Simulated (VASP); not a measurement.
The system is LiCl.

```
Li Cl
1.0
    -0.05013    2.55652    2.55652
     2.55652   -0.05013    2.55652
     2.55652    2.55652   -0.05013
Li Cl
1 1
Direct
  0.00000 0.00000 0.00000
  0.50000 0.50000 0.50000
```

This cell differs from its parent crystal: epitaxial 111 strain +2.0%.

Base run:

| Quantity | Value |
| --- | --- |
| Program | VASP 6.6.1 |
| Functional | r2SCAN |
| Potentials or basis | VASP PAW PBE potentials, release 64 (Li_sv, Cl) |
| Cutoff | 520 eV |
| k mesh | 8 × 8 × 8 |
| Occupations | gaussian, width 0.01 eV |
| Spin | no spin polarisation |

Its results: band gap on the k mesh 7.06 eV, direct.

**Question.** The run is repeated on the same cell with these changes: functional from r2SCAN to PBE; occupations from gaussian, width 0.01 eV to fermi-dirac, width 0.02 eV. What comes out?

**Answer.** Band gap on the k mesh 6.11 eV, direct.

A k mesh can miss the band edges.
